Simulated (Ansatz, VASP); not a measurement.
# Two plane-wave programs on CoO

File INCAR:

```
SYSTEM = CoO
PREC = Accurate
ENCUT = 520
EDIFF = 1E-6
ISMEAR = 0
SIGMA = 0.15
LREAL = .False.
LASPH = .True.
NELM = 150
ALGO = Normal
ISIF = 2
LWAVE = .False.
LCHARG = .True.
ISPIN = 2
MAGMOM = 2.7 0.34
LORBIT = 11
LMAXMIX = 4
GGA = PE
LELF = .True.
LVHAR = .True.
NBANDS = 18
```

The input KPOINTS:

```
Automatic mesh
0
Gamma
  22 22 22
  0 0 0
```

File POSCAR:

```
CoO
1.0
   -1.5080001529      1.5080001529      2.1072499549
    1.5080001529     -1.5080001529      2.1072499549
    1.5080001529      1.5080001529     -2.1072499549
Co O
1 1
Direct
    0.0889785284      0.0889785284      0.0000000000
    0.5000000000      0.5000000000      0.0000000000
```

Input for Ansatz:

```yaml
crystal:
  lattice:
    - [-1.5080001529, 1.5080001529, 2.1072499549]
    - [1.5080001529, -1.5080001529, 2.1072499549]
    - [1.5080001529, 1.5080001529, -2.1072499549]
  atoms:
    - { symbol: Co, position: [0.0889785284, 0.0889785284, 0.0], spin: 2.7 }
    - { symbol: O, position: [0.5, 0.5, 0.0], spin: 0.34 }
basis:
  ecutwfc: 420
kpoints:
  mp_grid: { grid: [22, 22, 22] }
hamiltonian:
  xc: pbe
scf:
  occupations: { method: gaussian, width: 0.15 }
output:
  forces: true
  stress: true
  eigenvalues: true
  populations: true
magnetization:
  spin_polarized: true
```

Change from the starting cell: all Co atoms moved +0.375 Å, as atom 1 along Cartesian [0 0 1].

Alike in both runs: task single point; functional PBE; k mesh 22 × 22 × 22; occupations gaussian, width 0.15 eV; collinear spin.

|  | VASP | Ansatz |
| --- | --- | --- |
| version | VASP 6.6.1 | Ansatz 0.2.0 |
| potentials or method | VASP PAW PBE potentials, release 64 (Co, O), cutoff 520 eV | scalar-relativistic, plane waves, PAW |
| valence electrons in the cell | 15 | 23 |

VASP gave:

- gap on the k mesh at the Fermi level (eV): none
- pressure (GPa): 17.1
- traceless stress, the component that is largest in VASP (GPa): 34.71
- rms of the force components (eV/Å): 1.951
- net moment per atom (μB): 1.49
- size of the moment on the site where the two differ most (μB): 2.54

Question: What did Ansatz give for the same quantities?

Answer: gap on the k mesh at the Fermi level (eV): none; pressure (GPa): 17.5; traceless stress, the component that is largest in VASP (GPa): 34.81; rms of the force components (eV/Å): 1.950; net moment per atom (μB): 1.50; size of the moment on the site where the two differ most (μB): 2.25.

Site moments also hang on the region over which each program counts them. Atom by atom the forces differ by 0.001 eV/Å (rms over components). A gap of «none» marks a metal or a gap that the smearing closes. VASP's potentials hold 15 valence electrons a cell and Ansatz's 23, so a difference there can come from the potentials and not from the codes.
